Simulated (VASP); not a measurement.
A run of VASP 6.6.1:

File INCAR:

```
PREC = Accurate ; ENCUT = 840
EDIFF = 1E-6 ; ISMEAR = 0
SIGMA = 0.1 ; LREAL = False
LASPH = True ; NELM = 120
ALGO = Normal ; ISIF = 2
LWAVE = False ; LCHARG = True
GGA = PE ; LELF = True
LVHAR = True ; NBANDS = 46
GGA_COMPAT = False
```

The input KPOINTS:

```
Automatic mesh
0
Gamma
  4 4 4
```

POSCAR

```
MgAlC6N6
1.0
    0.0000000000      5.1200000000      5.1200000000
    5.1200000000      0.0000000000      5.1200000000
    5.1200000000      5.1200000000      0.0000000000
Mg Al C N
1 1 6 6
Direct
    0.5000000000      0.5000000000      0.5000000000
    0.0000000000      0.0000000000      0.0000000000
    0.8168945300      0.1831054700      0.1831054700
    0.1831054700      0.8168945300      0.1831054700
    0.1831054700      0.1831054700      0.8168945300
    0.1831054700      0.8168945300      0.8168945300
    0.8168945300      0.1831054700      0.8168945300
    0.8168945300      0.8168945300      0.1831054700
    0.7026367200      0.2973632800      0.2973632800
    0.2973632800      0.7026367200      0.2973632800
    0.2973632800      0.2973632800      0.7026367200
    0.2973632800      0.7026367200      0.7026367200
    0.7026367200      0.2973632800      0.7026367200
    0.7026367200      0.7026367200      0.2973632800
```

Potentials or basis: VASP PAW PBE potentials, release 64 (Mg_sv, Al, C, N).

The run is started by

```console
$ cat potpaw_PBE.64/Mg_sv/POTCAR potpaw_PBE.64/Al/POTCAR potpaw_PBE.64/C/POTCAR potpaw_PBE.64/N/POTCAR > POTCAR
$ mpirun -np 1 vasp_std > vasp.out
```

Hardware: 1 thread of AMD EPYC 9R45 96-Core Processor (Zen 5) (shared host).

Q: How long does it take, and how much memory?

A: It took 3.6 min on 1 thread of AMD EPYC 9R45 96-Core Processor (Zen 5) (shared host), peak memory 0.77 GiB. Counts: scf iterations 17, k points 8.
